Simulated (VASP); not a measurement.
# TiCo (Pm-3m) in VASP: relaxation of cell and atoms with r2SCAN

Aim: the relaxation of cell and atoms of TiCo with r2SCAN.

Program: VASP 6.6.1. These are calculated values, not measurements. Logs are shortened: lines on timing, memory, paths and dates and some standing lists are left out, and cuts for length are marked.

**1. The cell of the first run**

The structure is cubic, space group Pm-3m (No. 221). The conventional cell has a = 2.986 Å, b = 2.986 Å, c = 2.986 Å, α = 90.00°, β = 90.00°, γ = 90.00°. Ti (site symmetry m-3m) has 8 Co at 2.59 Å and 6 Ti at 2.99 Å within 3.4 Å. Co (site symmetry m-3m) has 8 Ti at 2.59 Å and 6 Co at 2.99 Å within 3.4 Å.

**2. Relaxation of cell and atoms, r2SCAN, collinear spin, ferrimagnetic start**

POSCAR reads:

```
TiCo
1.0
    2.9861109900      0.0000000000      0.0000000000
    0.0000000000      2.9861109900      0.0000000000
    0.0000000000      0.0000000000      2.9861109900
Ti Co
1 1
Direct
    0.0000000000      0.0000000000      0.0000000000
    0.5000000000      0.5000000000      0.5000000000
```

INCAR.step1 reads:

```
SYSTEM = TiCo
PREC = Accurate
ENCUT = 600
ISMEAR = 0
SIGMA = 0.1
LREAL = .FALSE.
LASPH = .TRUE.
NELM = 150
ISPIN = 2
MAGMOM = -0.27 1.54
LMAXMIX = 4
GGA = PE
ALGO = Normal
EDIFF = 1E-4
LWAVE = .TRUE.
LCHARG = .FALSE.
```

INCAR.step2 reads:

```
SYSTEM = TiCo
PREC = Accurate
ENCUT = 600
EDIFF = 1E-6
ISMEAR = 0
SIGMA = 0.1
LREAL = .FALSE.
LASPH = .TRUE.
NELM = 150
ALGO = Normal
ISIF = 3
LWAVE = .FALSE.
LCHARG = .FALSE.
ISPIN = 2
MAGMOM = -0.27 1.54
LORBIT = 11
LMAXMIX = 4
METAGGA = R2SCAN
LMIXTAU = .TRUE.
IBRION = 2
NSW = 100
EDIFFG = -0.005
ISTART = 1
```

KPOINTS reads:

```
Automatic mesh
0
G
  14 14 14
  0 0 0
```

Potentials or basis: VASP PAW PBE potentials, release 64 (Ti_sv, Co).

Command:

```bash
cat potpaw_PBE.64/Ti_sv/POTCAR potpaw_PBE.64/Co/POTCAR > POTCAR
cp INCAR.step1 INCAR
mpirun -np 1 vasp_std > vasp.out
cp INCAR.step2 INCAR
mpirun -np 1 vasp_std > vasp.out
```

OUTCAR:

```text
SYSTEM = TiCo
   PREC = Accurate
   ENCUT = 600
   EDIFF = 1E-6
   ISMEAR = 0
   LREAL = .FALSE.
   LASPH = .TRUE.
   NELM = 150
   ISIF = 3
   ISPIN = 2
   LORBIT = 11
   METAGGA = R2SCAN
   IBRION = 2
   NSW = 100
   EDIFFG = -0.005
   ISTART = 1

 ion  position               nearest neighbor table
   1  0.000  0.000  0.000-   2 2.59   2 2.59   2 2.59   2 2.59   2 2.59   2 2.59   2 2.59   2 2.59

   2  0.500  0.500  0.500-   1 2.59   1 2.59   1 2.59   1 2.59   1 2.59   1 2.59   1 2.59   1 2.59

  LATTYP: Found a simple cubic cell.
 ALAT       =     2.9861109900

  Lattice vectors:

 A1 = (   2.9861109900,   0.0000000000,   0.0000000000)
 A2 = (   0.0000000000,   2.9861109900,   0.0000000000)
 A3 = (   0.0000000000,   0.0000000000,   2.9861109900)

Analysis of symmetry for initial positions (statically):
=====================================================================
 Subroutine PRICEL returns:
 Original cell was already a primitive cell.

 Routine SETGRP: Setting up the symmetry group for a
 simple cubic supercell.

 Subroutine GETGRP returns: Found 48 space group operations
 (whereof 48 operations were pure point group operations)
 out of a pool of 48 trial point group operations.

The static configuration has the point symmetry O_h .

Analysis of symmetry for dynamics (positions and initial velocities):
=====================================================================
 Subroutine PRICEL returns:
 Original cell was already a primitive cell.

 Routine SETGRP: Setting up the symmetry group for a
 simple cubic supercell.

 Subroutine GETGRP returns: Found 48 space group operations
 (whereof 48 operations were pure point group operations)
 out of a pool of 48 trial point group operations.

The dynamic configuration has the point symmetry O_h .

Analysis of structural, dynamic, and magnetic symmetry:
=====================================================================
 Subroutine PRICEL returns:
 Original cell was already a primitive cell.

 Routine SETGRP: Setting up the symmetry group for a
 simple cubic supercell.

 Subroutine GETGRP returns: Found 48 space group operations
 (whereof 48 operations were pure point group operations)
 out of a pool of 48 trial point group operations.

The overall configuration has the point symmetry O_h .

 Subroutine INISYM returns: Found 48 space group operations
 (whereof 48 operations are pure point group operations),
 and found     1 'primitive' translations

----------------------------------------------------------------------------------------

                                     Primitive cell

  volume of cell :      26.6267

  direct lattice vectors                    reciprocal lattice vectors
     2.986110990  0.000000000  0.000000000     0.334883735  0.000000000  0.000000000
     0.000000000  2.986110990  0.000000000     0.000000000  0.334883735  0.000000000
     0.000000000  0.000000000  2.986110990     0.000000000  0.000000000  0.334883735

  length of vectors
     2.986110990  2.986110990  2.986110990     0.334883735  0.334883735  0.334883735

  position of ions in fractional coordinates (direct lattice)
     0.000000000  0.000000000  0.000000000
     0.500000000  0.500000000  0.500000000

  ion indices of the primitive-cell ions
   primitive index   ion index
                 1           1
                 2           2

----------------------------------------------------------------------------------------

 KPOINTS: Automatic mesh

Automatic generation of k-mesh.
 Grid dimensions read from file:
 generate k-points for:   14   14   14

 Generating k-lattice:

  Cartesian coordinates                     Fractional coordinates (reciprocal lattice)
     0.023920267  0.000000000  0.000000000     0.071428571  0.000000000  0.000000000
     0.000000000  0.023920267  0.000000000     0.000000000  0.071428571  0.000000000
     0.000000000  0.000000000  0.023920267     0.000000000  0.000000000  0.071428571

  Length of vectors
     0.023920267  0.023920267  0.023920267

  Shift w.r.t. Gamma in fractional coordinates (k-lattice)
     0.000000000  0.000000000  0.000000000

 Subroutine IBZKPT returns following result:
 ===========================================

 Found    120 irreducible k-points:

 Following reciprocal coordinates:
            Coordinates               Weight
  0.000000  0.000000  0.000000      1.000000
  0.071429  0.000000  0.000000      6.000000
  0.142857  0.000000  0.000000      6.000000
  0.214286  0.000000  0.000000      6.000000
  0.285714  0.000000  0.000000      6.000000
  0.357143  0.000000  0.000000      6.000000
[... 16 lines left out ...]
  0.285714  0.214286  0.000000     24.000000
  0.357143  0.214286  0.000000     24.000000
 [... further k-points ...]
   k-points           NKPTS =    120   k-points in BZ     NKDIM =    120   number of bands    NBANDS=     15
   number of dos      NEDOS =    301   number of ions     NIONS =      2
   total plane-waves  NPLWV =  13824
   dimension x,y,z NGX =    24 NGY =   24 NGZ =   24
   dimension x,y,z NGXF=    48 NGYF=   48 NGZF=   48
   ions per type =               1   1
   NGX,Y,Z   is equivalent  to a cutoff of  13.36, 13.36, 13.36 a.u.
   NGXF,Y,Z  is equivalent  to a cutoff of  26.72, 26.72, 26.72 a.u.
 SYSTEM =  TiCo
   PREC   = accura    normal or accurate (medium, high low for compatibility)
   ISTART =      1    job   : 0-new  1-cont  2-samecut
   ICHARG =      0    charge: 1-file 2-atom 10-const
   ISPIN  =      2    spin polarized calculation?
   LNONCOLLINEAR =      F non collinear calculations
   LSORBIT =      F    spin-orbit coupling
   LASPH  =      T    aspherical Exc in radial PAW
   ENCUT  =  600.0 eV  44.10 Ry    6.64 a.u.   5.96  5.96  5.96*2*pi/ulx,y,z
   NELM   =    150;   NELMIN=  2; NELMDL=  0     # of ELM steps
   EDIFF  = 0.1E-05   stopping-criterion for ELM
   LREAL  =      F    real-space projection
   EDIFFG = -.5E-02   stopping-criterion for IOM
   NSW    =    100    number of steps for IOM
   IBRION =      2    ionic relax: 0-MD 1-quasi-New 2-CG
   NFREE  =      1    steps in history (QN), initial steepest desc. (CG)
   ISIF   =      3    stress and relaxation
   ISYM   =      2    0-nonsym 1-usesym 2-fastsym
   POTIM  = 0.5000    time-step for ionic-motion
   TEBEG  =    0.0;   TEEND  =   0.0 temperature during run
   PSTRESS=    0.0 pullay stress
   NELECT =      21.0000    total number of electrons
   NUPDOWN=      -1.0000    fix difference up-down
   EMIN   =  10.00;   EMAX   =-10.00  energy-range for DOS
   EFERMI =   0.00;   METHOD = LEGACY
   ISMEAR =     0;   SIGMA  =   0.10  broadening in eV -4-tet -1-fermi 0-gaus
   EFERMI_NEDOS =   21; number of points for ismear=-14 and -15
   IALGO  =     38    algorithm
   IMIX   =      4    mixing-type and parameters
     AMIX     =   0.40;   BMIX     =  1.00
     AMIX_MAG =   1.60;   BMIX_MAG =  1.00
  volume/ion in A,a.u.               =      13.31        89.84
  Fermi-wavevector in a.u.,A,eV,Ry     =   1.512546  2.858298 31.127355  2.287796
  Thomas-Fermi vector in A             =   2.622456
   LORBIT       =     11    0 simple, 1 ext, 2 COOP (PROOUT), +10 PAW based schemes
   METAGGA = R2SCAN    functional components
   LHFCALC =     F    Hartree Fock is set to
   AEXX    =    0.0000 exact exchange contribution
   IVDW    =     0    specifies the selected vdW correction
   LEPSILON=     F    determine dielectric tensor
   LRPA    =     F    only Hartree local field effects (RPA)
 conjugate gradient relaxation of ions
 spin polarized calculation
 Gauss-broadening in eV      SIGMA  =   0.10
  energy-cutoff  :      600.00
  volume of cell :       26.63
 maximum number of plane-waves:       912
 NGX is ok and might be reduce to    24
   NGX = 11   NGY = 11   NGZ = 11

--------------------------------------- Ionic step        1  -------------------------------------------

 number of electron      20.9999984 magnetization       0.8935892

 Free energy of the ion-electron system (eV)
  ---------------------------------------------------
  ext. energy  EPLUGINS =         0.00000000
  ---------------------------------------------------
  free energy    TOTEN  =       -27.02879131 eV

  energy without entropy =      -27.02465795  energy(sigma->0) =      -27.02672463

------------------------ aborting loop because EDIFF is reached ----------------------------------------

  FORCE on cell =-STRESS in cart. coord.  units (eV):
  Direction    XX          YY          ZZ          XY          YZ          ZX
  --------------------------------------------------------------------------------------
  -------------------------------------------------------------------------------------
  Total        0.1148032      0.1148032      0.1148032      0.0000000      0.0000000      0.0000000
  in kB        6.9079096      6.9079096      6.9079096      0.0000000      0.0000000      0.0000000
  external PRESSURE =       6.9079096 kB  Pullay stress =       0.0000000 kB
[... 57 lines left out ...]
  energy  without entropy=      -27.0246372141  energy(sigma->0) =      -27.02667910

--------------------------------------- Ionic step        3  -------------------------------------------

 number of electron      20.9999984 magnetization       0.8927897

 Free energy of the ion-electron system (eV)
  ---------------------------------------------------
  ext. energy  EPLUGINS =         0.00000000
  ---------------------------------------------------
  free energy    TOTEN  =       -27.02898726 eV

  energy without entropy =      -27.02487608  energy(sigma->0) =      -27.02693167

 E-fermi :   9.8559     XC(G=0): -13.6200

 val. band max:        9.8522580665   @ k =   0.5000   0.5000   0.0714
 cond. band min:       9.8611746304   @ k =   0.4286   0.1429   0.0714
 fundamental gap:      0.0089165639
 Fermi energy:         9.8559489467

 spin component 1

 k-point     1 :       0.0000    0.0000    0.0000
  band No.  band energies     occupation
      1     -49.4751      1.00000
      2     -24.5296      1.00000
      3     -24.5296      1.00000
      4     -24.5295      1.00000
      5       1.9411      1.00000
      6       5.1445      1.00000
      7       5.1446      1.00000
      8       7.4992      1.00000
      9       7.4993      1.00000
     10       7.4993      1.00000
     11      10.4136      0.00000
     12      10.4136      0.00000
     13      12.7467      0.00000
     14      12.7467      0.00000
     15      12.7467      0.00000
[... 399 lines left out ...]
      1     -49.4381      1.00000
      2     -24.7558      1.00000
      3     -24.6200      1.00000
      4     -24.5004      1.00000
      5       4.6631      1.00000
      6       5.8038      1.00000
      7       6.2566      1.00000
      8       7.0863      1.00000
      9       7.2869      1.00000
     10       7.4246      1.00000
     11       9.5687      0.99998
     12      10.3437      0.00000
     13      10.9796      0.00000
     14      11.4625      0.00000
     15      12.4655      0.00000

 [... further k-points ...]

 spin component 2

 k-point     1 :       0.0000    0.0000    0.0000
  band No.  band energies     occupation
      1     -49.7818      1.00000
      2     -24.8255      1.00000
      3     -24.8255      1.00000
      4     -24.8255      1.00000
      5       1.5008      1.00000
      6       6.4504      1.00000
      7       6.4509      1.00000
      8       8.4261      1.00000
      9       8.4264      1.00000
     10       8.4264      1.00000
     11      11.4362      0.00000
     12      11.4364      0.00000
     13      12.7190      0.00000
     14      12.7190      0.00000
     15      12.7190      0.00000
[... 443 lines left out ...]
  FREE ENERGIE OF THE ION-ELECTRON SYSTEM (eV)
  ---------------------------------------------------
  free  energy   TOTEN  =       -27.0289872562 eV

  energy  without entropy=      -27.0248760846  energy(sigma->0) =      -27.02693167

 reached required accuracy - stopping structural energy minimisation

 total charge

# of ion       s       p       d       tot
------------------------------------------
    1        2.243   6.196   1.802  10.241
    2        0.558   0.523   7.236   8.317
--------------------------------------------------
tot          2.800   6.720   9.038  18.558

 magnetization (x)

# of ion       s       p       d       tot
------------------------------------------
    1       -0.008  -0.039  -0.242  -0.289
    2        0.044  -0.031   1.374   1.386
--------------------------------------------------
tot          0.036  -0.070   1.131   1.097
```

Run time: 25 min. Hardware: 1 thread of Oxide Virtual Turin-like, shared host; peak memory 0.21 GiB.

Results:

| Property | Result |
| --- | --- |
| Free energy | -27.0290 eV |
| Relaxed volume | 13.36 Å³/atom |
| Relaxed cell | a = 2.990 Å, b = 2.990 Å, c = 2.990 Å, α = 90.00°, β = 90.00°, γ = 90.00° |
| Space group after relaxing (to 0.1 Å) | Pm-3m (No. 221) |
| Energy gained by relaxing | 0.1 meV/atom |
| Ionic steps | 3 |
| Pressure after relaxing | 0.0 GPa |
| Net moment | 0.89 μB per cell |
| Site moments | Ti -0.29; Co +1.39 μB |
| Valence electrons inside the program's atomic spheres | Ti 10.24; Co 8.32 |

The path:
| step | energy change (eV) | largest force (eV/Å) | pressure (GPa) | volume (Å³) |
| --- | --- | --- | --- | --- |
| 1 | 0.0000 | 0.0000 | 0.69 | 26.63 |
| 2 | 0.0001 | 0.0000 | -0.59 | 26.85 |
| 3 | -0.0002 | 0.0000 | 0.00 | 26.72 |

Final structure:
```
CELL_PARAMETERS angstrom
2.98962 0.00000 0.00000
0.00000 2.98962 0.00000
0.00000 0.00000 2.98962
ATOMIC_POSITIONS crystal
Ti 0.00000 0.00000 0.00000
Co 0.50000 0.50000 0.50000
```

Caveat: the PAW data sets were made with another functional, which shifts forces and pressure a little.
